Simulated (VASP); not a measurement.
# Pd in VASP: further runs, part 2 of 2

VASP 6.6.1.

## (3) Relaxation of cell and atoms, PBE

The input, INCAR:

```
PREC     = Accurate       # precision mode
ENCUT    = 600            # plane-wave cutoff, eV
EDIFF    = 1E-6           # SCF threshold, eV
ISMEAR   = 0              # smearing method
SIGMA    = 0.1            # smearing width, eV
LREAL    = F              # projectors in reciprocal space
LASPH    = T              # aspherical terms in the spheres
NELM     = 80             # most SCF steps
ALGO     = Fast           # electronic algorithm
ISIF     = 3              # what is computed and relaxed
LWAVE    = F              # write WAVECAR
LCHARG   = F              # write CHGCAR
GGA      = PE             # functional
IBRION   = 2              # ionic algorithm
NSW      = 90             # ionic steps
EDIFFG   = -0.04          # ionic threshold
```

The input, KPOINTS:

```
regular mesh
0
Gamma
  9 9 9
```

The input, POSCAR:

```
Pd
1.0
    2.2351397123      1.2904585146      0.8887105260
   -2.2351397123      1.2904585146      0.8887105260
    0.0000000000     -2.5809170292      0.8887105260
Pd
1
Direct
    0.5000000000      0.5000000000      0.5000000000
```

Potentials or basis: VASP PAW PBE potentials, release 64 (Pd).

The run is started by

```console
$ cat potpaw_PBE.64/Pd/POTCAR > POTCAR
$ mpirun -np 1 vasp_std > vasp.out
```

OUTCAR:

```text
PREC = Accurate
   ENCUT = 600
   EDIFF = 1E-6
   ISMEAR = 0
   LREAL = F
   LASPH = T
   NELM = 80
   ISIF = 3
   GGA = PE
   IBRION = 2
   NSW = 90
   EDIFFG = -0.04

 ion  position               nearest neighbor table
   1  0.500  0.500  0.500-

  LATTYP: Found a trigonal (rhomboedric) cell.
 ALAT       =     2.7296408391
 COS(alpha) =    -0.3409986203

  Lattice vectors:

 A1 = (   2.2351397123,   1.2904585146,   0.8887105260)
 A2 = (  -2.2351397123,   1.2904585146,   0.8887105260)
 A3 = (   0.0000000000,  -2.5809170292,   0.8887105260)

Analysis of symmetry for initial positions (statically):
=====================================================================
 Subroutine PRICEL returns:
 Original cell was already a primitive cell.

 Routine SETGRP: Setting up the symmetry group for a
 trigonal (rhombohedral) supercell.

 Subroutine GETGRP returns: Found 12 space group operations
 (whereof 12 operations were pure point group operations)
 out of a pool of 12 trial point group operations.

The static configuration has the point symmetry D_3d.

Analysis of symmetry for dynamics (positions and initial velocities):
=====================================================================
 Subroutine PRICEL returns:
 Original cell was already a primitive cell.

 Routine SETGRP: Setting up the symmetry group for a
 trigonal (rhombohedral) supercell.

 Subroutine GETGRP returns: Found 12 space group operations
 (whereof 12 operations were pure point group operations)
 out of a pool of 12 trial point group operations.

The dynamic configuration has the point symmetry D_3d.

 Subroutine INISYM returns: Found 12 space group operations
 (whereof 12 operations are pure point group operations),
 and found     1 'primitive' translations

----------------------------------------------------------------------------------------

                                     Primitive cell

  volume of cell :      15.3801

  direct lattice vectors                    reciprocal lattice vectors
     2.235139712  1.290458515  0.888710526     0.223699663  0.129153061  0.375075262
    -2.235139712  1.290458515  0.888710526    -0.223699663  0.129153061  0.375075262
     0.000000000 -2.580917029  0.888710526     0.000000000 -0.258306121  0.375075262

  length of vectors
     2.729640839  2.729640839  2.729640839     0.455415749  0.455415749  0.455415749

  position of ions in fractional coordinates (direct lattice)
     0.500000000  0.500000000  0.500000000

  ion indices of the primitive-cell ions
   primitive index   ion index
                 1           1

----------------------------------------------------------------------------------------

 KPOINTS: regular mesh

Automatic generation of k-mesh.
 Grid dimensions read from file:
 generate k-points for:    9    9    9

 Generating k-lattice:

  Cartesian coordinates                     Fractional coordinates (reciprocal lattice)
     0.024855518  0.014350340  0.041675029     0.111111111 -0.000000000  0.000000000
    -0.024855518  0.014350340  0.041675029    -0.000000000  0.111111111  0.000000000
     0.000000000 -0.028700680  0.041675029     0.000000000  0.000000000  0.111111111

[... 46 lines left out ...]
 SYSTEM =  unknown system
   PREC   = accura    normal or accurate (medium, high low for compatibility)
   ISTART =      0    job   : 0-new  1-cont  2-samecut
   ICHARG =      2    charge: 1-file 2-atom 10-const
   ISPIN  =      1    spin polarized calculation?
   LNONCOLLINEAR =      F non collinear calculations
   LSORBIT =      F    spin-orbit coupling
   LASPH  =      T    aspherical Exc in radial PAW
   ENCUT  =  600.0 eV  44.10 Ry    6.64 a.u.   5.45  5.45  5.45*2*pi/ulx,y,z
   NELM   =     80;   NELMIN=  2; NELMDL= -5     # of ELM steps
   EDIFF  = 0.1E-05   stopping-criterion for ELM
   LREAL  =      F    real-space projection
   EDIFFG = -.4E-01   stopping-criterion for IOM
   NSW    =     90    number of steps for IOM
   IBRION =      2    ionic relax: 0-MD 1-quasi-New 2-CG
   NFREE  =      1    steps in history (QN), initial steepest desc. (CG)
   ISIF   =      3    stress and relaxation
   ISYM   =      2    0-nonsym 1-usesym 2-fastsym
   POTIM  = 0.5000    time-step for ionic-motion
   TEBEG  =    0.0;   TEEND  =   0.0 temperature during run
   PSTRESS=    0.0 pullay stress
   NELECT =      10.0000    total number of electrons
   NUPDOWN=      -1.0000    fix difference up-down
   EMIN   =  10.00;   EMAX   =-10.00  energy-range for DOS
   EFERMI =   0.00;   METHOD = LEGACY
   ISMEAR =     0;   SIGMA  =   0.10  broadening in eV -4-tet -1-fermi 0-gaus
   EFERMI_NEDOS =   21; number of points for ismear=-14 and -15
   IALGO  =     68    algorithm
   IMIX   =      4    mixing-type and parameters
     AMIX     =   0.40;   BMIX     =  1.00
     AMIX_MAG =   1.60;   BMIX_MAG =  1.00
  volume/ion in A,a.u.               =      15.38       103.79
  Fermi-wavevector in a.u.,A,eV,Ry     =   1.418256  2.680116 27.367453  2.011451
  Thomas-Fermi vector in A             =   2.539401
   LORBIT       =      0    0 simple, 1 ext, 2 COOP (PROOUT), +10 PAW based schemes
   GGA     = PE    functional components
   LHFCALC =     F    Hartree Fock is set to
   AEXX    =    0.0000 exact exchange contribution
   IVDW    =     0    specifies the selected vdW correction
   LEPSILON=     F    determine dielectric tensor
   LRPA    =     F    only Hartree local field effects (RPA)
 conjugate gradient relaxation of ions
 non-spin polarized calculation
 RMM-DIIS sequential band-by-band and
 Gauss-broadening in eV      SIGMA  =   0.10
  energy-cutoff  :      600.00
  volume of cell :       15.38
 maximum number of plane-waves:       531
 NGX is ok and might be reduce to    24
   NGX = 11   NGY = 11   NGZ = 11

--------------------------------------- Ionic step        1  -------------------------------------------

 number of electron      10.0000001 magnetization

 Free energy of the ion-electron system (eV)
  ---------------------------------------------------
  ext. energy  EPLUGINS =         0.00000000
  ---------------------------------------------------
  free energy    TOTEN  =        -5.18285648 eV

  energy without entropy =       -5.17908528  energy(sigma->0) =       -5.18097088

------------------------ aborting loop because EDIFF is reached ----------------------------------------

  FORCE on cell =-STRESS in cart. coord.  units (eV):
  Direction    XX          YY          ZZ          XY          YZ          ZX
  --------------------------------------------------------------------------------------
  -------------------------------------------------------------------------------------
  Total       -0.1387469     -0.1387469      0.3591756      0.0000000     -0.0000000      0.0000000
  in kB      -14.4535211    -14.4535211     37.4159777      0.0000000     -0.0000000      0.0000000
  external PRESSURE =       2.8363118 kB  Pullay stress =       0.0000000 kB
[... 127 lines left out ...]
--------------------------------------- Ionic step        5  -------------------------------------------

 number of electron      10.0000003 magnetization

 Free energy of the ion-electron system (eV)
  ---------------------------------------------------
  ext. energy  EPLUGINS =         0.00000000
  ---------------------------------------------------
  free energy    TOTEN  =        -5.18688765 eV

  energy without entropy =       -5.18278066  energy(sigma->0) =       -5.18483415

 E-fermi :   9.0765     XC(G=0): -12.9161

 val. band max:        9.0703261772   @ k =  -0.4444  -0.4444   0.3333
 cond. band min:       9.1723606309   @ k =   0.4444   0.4444   0.3333
 fundamental gap:      0.1020344537
 Fermi energy:         9.0764533226

 k-point     1 :       0.0000    0.0000    0.0000
  band No.  band energies     occupation
      1       2.2755      2.00000
      2       6.3097      2.00000
      3       6.3130      2.00000
      4       6.3130      2.00000
      5       8.1792      2.00000
      6       8.1792      2.00000
      7      28.3760      0.00000
      8      28.3817      0.00000
      9      28.3817      0.00000
[... 265 lines left out ...]
 k-point    24 :       0.4444    0.4444    0.0000
  band No.  band energies     occupation
      1       4.3353      2.00000
      2       5.2670      2.00000
      3       7.8716      2.00000
      4       8.0749      2.00000
      5       8.9789      1.83230
      6      12.0337      0.00000
      7      16.6839      0.00000
      8      23.4625      0.00000
      9      25.7002      0.00000

 [... further k-points ...]

------------------------ aborting loop because EDIFF is reached ----------------------------------------

  FORCE on cell =-STRESS in cart. coord.  units (eV):
  Direction    XX          YY          ZZ          XY          YZ          ZX
  --------------------------------------------------------------------------------------
  -------------------------------------------------------------------------------------
  Total       -0.0030305     -0.0030305      0.0009241      0.0000000      0.0000000      0.0000000
  in kB       -0.3154946     -0.3154946      0.0962072      0.0000000      0.0000000      0.0000000
  external PRESSURE =      -0.1782607 kB  Pullay stress =       0.0000000 kB
[... 16 lines left out ...]
  FREE ENERGIE OF THE ION-ELECTRON SYSTEM (eV)
  ---------------------------------------------------
  free  energy   TOTEN  =        -5.1868876505 eV

  energy  without entropy=       -5.1827806574  energy(sigma->0) =       -5.18483415

 reached required accuracy - stopping structural energy minimisation
```

Run time: 68 s. Hardware: 1 thread of Intel Xeon 8259CL, shared host; peak memory 0.15 GiB.

Results:

| Quantity | Value |
| --- | --- |
| Free energy | -5.1869 eV |
| Relaxed volume | 15.39 Å³/atom |
| Relaxed cell | a = 2.714 Å, b = 2.714 Å, c = 2.714 Å, α = 109.48°, β = 109.48°, γ = 109.48° |
| Space group after relaxing (to 0.1 Å) | Im-3m (No. 229) |
| Energy gained by relaxing | 4.0 meV/atom |
| Ionic steps | 5 |
| Pressure after relaxing | 0.0 GPa |
| Band gap on the k mesh | zero (bands 5 and 6 overlap by 1.33 eV) |

Step by step:
```tsv
step	energy change (eV)	largest force (eV/Å)	pressure (GPa)	volume (Å³)
1	0.0000	0.0000	0.28	15.38
2	-0.0039	0.0000	-0.53	15.44
3	-0.0039	0.0000	-0.55	15.44
4	-0.0039	0.0000	0.67	15.32
5	-0.0040	0.0000	-0.02	15.39
```

Final structure:
```cif
data_structure
_symmetry_space_group_name_H-M 'P 1'
_symmetry_Int_Tables_number 1
_cell_length_a 2.7142
_cell_length_b 2.7142
_cell_length_c 2.7142
_cell_angle_alpha 109.476
_cell_angle_beta 109.476
_cell_angle_gamma 109.476
_cell_volume 15.39
loop_
_atom_site_label
_atom_site_type_symbol
_atom_site_fract_x
_atom_site_fract_y
_atom_site_fract_z
_atom_site_occupancy
Pd1 Pd 0.50000 0.50000 0.50000 1
```

## (4) Single point, PBE

This run uses another cell than the first one, of 15.45 Å³/atom.

The input, INCAR:

```
SYSTEM = Pd
  PREC = Accurate
  ENCUT = 520
  EDIFF = 1E-6
  ISMEAR = 0
  SIGMA = 0.1
  LREAL = .False.
  LASPH = .True.
  NELM = 60
  ALGO = Normal
  ISIF = 2
  LWAVE = .False.
  LCHARG = .False.
  GGA = PE
  NBANDS = 11
```

The input, KPOINTS:

```
Automatic mesh
0
Gamma
  24 24 24
  0 0 0
```

The input, POSCAR:

```
Pd
1.0
   -1.5689043346      1.5689043346      1.5689043346
    1.5689043346     -1.5689043346      1.5689043346
    1.5689043346      1.5689043346     -1.5689043346
Pd
1
Direct
    0.0000000000      0.0000000000      0.0000000000
```

Potentials or basis: VASP PAW PBE potentials, release 64 (Pd).

The run is started by

```console
$ cat potpaw_PBE.64/Pd/POTCAR > POTCAR
$ mpirun -np 1 vasp_std > vasp.out
```

OUTCAR:

```text
SYSTEM = Pd
   PREC = Accurate
   ENCUT = 520
   EDIFF = 1E-6
   ISMEAR = 0
   LREAL = .False.
   LASPH = .True.
   NELM = 60
   ISIF = 2
   GGA = PE

 ion  position               nearest neighbor table
   1  0.000  0.000  0.000-

  LATTYP: Found a body centered cubic cell.
 ALAT       =     3.1378086692

  Lattice vectors:

 A1 = (  -1.5689043346,   1.5689043346,   1.5689043346)
 A2 = (   1.5689043346,  -1.5689043346,   1.5689043346)
 A3 = (   1.5689043346,   1.5689043346,  -1.5689043346)

Analysis of symmetry for initial positions (statically):
=====================================================================
 Subroutine PRICEL returns:
 Original cell was already a primitive cell.

 Routine SETGRP: Setting up the symmetry group for a
 body centered cubic supercell.

 Subroutine GETGRP returns: Found 48 space group operations
 (whereof 48 operations were pure point group operations)
 out of a pool of 48 trial point group operations.

The static configuration has the point symmetry O_h .

Analysis of symmetry for dynamics (positions and initial velocities):
=====================================================================
 Subroutine PRICEL returns:
 Original cell was already a primitive cell.

 Routine SETGRP: Setting up the symmetry group for a
 body centered cubic supercell.

 Subroutine GETGRP returns: Found 48 space group operations
 (whereof 48 operations were pure point group operations)
 out of a pool of 48 trial point group operations.

The dynamic configuration has the point symmetry O_h .

 Subroutine INISYM returns: Found 48 space group operations
 (whereof 48 operations are pure point group operations),
 and found     1 'primitive' translations

----------------------------------------------------------------------------------------

                                     Primitive cell

  volume of cell :      15.4472

  direct lattice vectors                    reciprocal lattice vectors
[... 110 lines left out ...]
   GGA     = PE    functional components
   LHFCALC =     F    Hartree Fock is set to
   AEXX    =    0.0000 exact exchange contribution
   IVDW    =     0    specifies the selected vdW correction
   LEPSILON=     F    determine dielectric tensor
   LRPA    =     F    only Hartree local field effects (RPA)
 non-spin polarized calculation
 Gauss-broadening in eV      SIGMA  =   0.10
  energy-cutoff  :      520.00
  volume of cell :       15.45
 maximum number of plane-waves:       430
   NGX = 11   NGY = 11   NGZ = 11

 number of electron      10.0000005 magnetization

 Free energy of the ion-electron system (eV)
  ---------------------------------------------------
  ext. energy  EPLUGINS =         0.00000000
  ---------------------------------------------------
  free energy    TOTEN  =        -5.17657537 eV

  energy without entropy =       -5.16953290  energy(sigma->0) =       -5.17305414

 E-fermi :   9.0218     XC(G=0): -12.8927

 val. band max:        9.0178100223   @ k =  -0.3750   0.4167   0.0833
 cond. band min:       9.0221764142   @ k =  -0.3750   0.5000   0.2500
 fundamental gap:      0.0043663919
 Fermi energy:         9.0218245680

 k-point     1 :       0.0000    0.0000    0.0000
  band No.  band energies     occupation
      1       2.2440      2.00000
      2       6.2698      2.00000
      3       6.2698      2.00000
      4       6.2698      2.00000
      5       8.1307      2.00000
      6       8.1307      2.00000
      7      28.3111      0.00000
      8      28.3111      0.00000
      9      28.3111      0.00000
     10      36.1846      0.00000
     11      36.3976      0.00000
[... 309 lines left out ...]
 k-point    24 :       0.4583    0.0417   -0.0000
  band No.  band energies     occupation
      1       4.1103      2.00000
      2       5.1662      2.00000
      3       8.0480      2.00000
      4       8.2758      2.00000
      5       9.3324      0.00001
      6      10.7721      0.00000
      7      16.7127      0.00000
      8      24.0475      0.00000
      9      26.2595      0.00000
     10      32.7898      0.00000
     11      34.3113      0.00000

 [... further k-points ...]

------------------------ aborting loop because EDIFF is reached ----------------------------------------

  FORCE on cell =-STRESS in cart. coord.  units (eV):
  Direction    XX          YY          ZZ          XY          YZ          ZX
  --------------------------------------------------------------------------------------
  -------------------------------------------------------------------------------------
  Total       -0.0299518     -0.0299518     -0.0299518      0.0000000     -0.0000000      0.0000000
  in kB       -3.1065899     -3.1065899     -3.1065899      0.0000000     -0.0000000      0.0000000
  external PRESSURE =      -3.1065899 kB  Pullay stress =       0.0000000 kB

 VOLUME and BASIS-vectors are now :
 -----------------------------------------------------------------------------
  energy-cutoff  :      520.00
  volume of cell :       15.45
      direct lattice vectors                 reciprocal lattice vectors
    -1.568904335  1.568904335  1.568904335     0.000000000  0.318693746  0.318693746
     1.568904335 -1.568904335  1.568904335     0.318693746  0.000000000  0.318693746
     1.568904335  1.568904335 -1.568904335     0.318693746  0.318693746  0.000000000

 POSITION                                       TOTAL-FORCE (eV/Angst)
 -----------------------------------------------------------------------------------
      0.00000      0.00000      0.00000         0.000000      0.000000      0.000000
 -----------------------------------------------------------------------------------
    total drift:                                0.000000      0.000000      0.000000

  FREE ENERGIE OF THE ION-ELECTRON SYSTEM (eV)
  ---------------------------------------------------
  free  energy   TOTEN  =        -5.1765753741 eV

  energy  without entropy=       -5.1695328996  energy(sigma->0) =       -5.17305414
```

stdout:

```text
POSCAR found type information on POSCAR Pd
 POSCAR found :  1 types and       1 ions
 scaLAPACK will be used
 LDA part: xc-table for (Slater+PW92), standard interpolation
 POSCAR, INCAR and KPOINTS ok, starting setup
 FFT: planning ... GRIDC
 FFT: planning ... GRID_SOFT
 FFT: planning ... GRID
 WAVECAR not read
 entering main loop
```

Wall time 49 s (1 thread of Intel Xeon 8259CL, shared host); peak memory 0.18 GiB.

Results:

```yaml
Free_energy: -5.1766 eV
Pressure: -0.3 GPa
Band_gap_on_the_k_mesh: zero (bands 5 and 6 overlap by 1.56 eV)
```

## (5) Relaxation of cell and atoms, PBE

The input, INCAR:

```
  ALGO = Normal
  EDIFF = 1E-6
  EDIFFG = -0.01
  ENCUT = 600
  GGA = PE
  IBRION = 2
  ISIF = 3
  ISMEAR = 0
  LASPH = T
  LCHARG = F
  LREAL = F
  LWAVE = F
  NELM = 80
  NSW = 100
  PREC = Accurate
  SIGMA = 0.1
```

The input, KPOINTS:

```
k-points
0
Gamma
  24 24 24
```

The input, POSCAR:

```
Pd
1.0
   -1.5673489367      1.5673489367      1.5673489367
    1.5673489367     -1.5673489367      1.5673489367
    1.5673489367      1.5673489367     -1.5673489367
Pd
1
Direct
    0.0000000000      0.0000000000      0.0000000000
```

The run is started by

```console
$ cat potpaw_PBE.64/Pd/POTCAR > POTCAR
$ mpirun -np 1 vasp_std > vasp.out
```

Run time: 1.8 min. Hardware: 1 thread of Intel Xeon 8259CL, shared host; peak memory 0.21 GiB.

It converged, with:

- Free energy: -5.1767 eV
- Relaxed volume: 15.41 Å³/atom
- Relaxed cell: a = 2.716 Å, b = 2.716 Å, c = 2.716 Å, α = 109.47°, β = 109.47°, γ = 109.47°
- Space group after relaxing (to 0.1 Å): Im-3m (No. 229)
- Energy gained by relaxing: 0.0 meV/atom
- Ionic steps: 3
- Pressure after relaxing: 0.0 GPa
- Band gap on the k mesh: zero (bands 5 and 6 overlap by 1.57 eV)

Final structure:
```xyz
1
Lattice="-1.5678 1.5678 1.5678 1.5678 -1.5678 1.5678 1.5678 1.5678 -1.5678" Properties=species:S:1:pos:R:3 pbc="T T T"
Pd    0.0000    0.0000    0.0000
```

Levels at points of the mesh, in eV from the Fermi level:
```
           k point  band 1  band 2  band 3  band 4  band 5  band 6  band 7  band 8  band 9
(0.00, 0.00, 0.00)   -6.79   -2.76   -2.76   -2.76   -0.89   -0.89   19.30   19.30   19.30
(0.50, 0.00, 0.00)   -4.97   -3.88   -0.97   -0.68    0.56    1.49    7.60   15.05   17.45
(0.50, 0.50, 0.50)   -4.89   -4.89    0.20    0.20    0.20    9.09    9.09    9.09   17.06
```

## (6) The runs side by side

```tsv
task	cell	k mesh	cutoff (eV)	gap on the mesh (eV)	pressure (GPa)	relaxed volume (Å³/atom)
single point	a = 2.715 Å, angles 109.5°, 1 atom	9 × 9 × 9	520	none	0.0	-
relaxation of cell and atoms	relaxed from a = 2.730 Å, angles 109.9°, 1 atom	9 × 9 × 9	600	none	0.0	15.39
single point	a = 2.717 Å, angles 109.5°, 1 atom	24 × 24 × 24	520	none	-0.3	-
relaxation of cell and atoms	relaxed from a = 2.715 Å, angles 109.5°, 1 atom	24 × 24 × 24	600	none	0.0	15.41
```

Alike in all rows: level PBE; potentials or basis VASP PAW PBE potentials, release 64 (Pd); no spin polarisation; smearing gaussian 0.1 eV.

Total energies depend on the potentials used, so only differences within one code and one set of settings carry meaning.
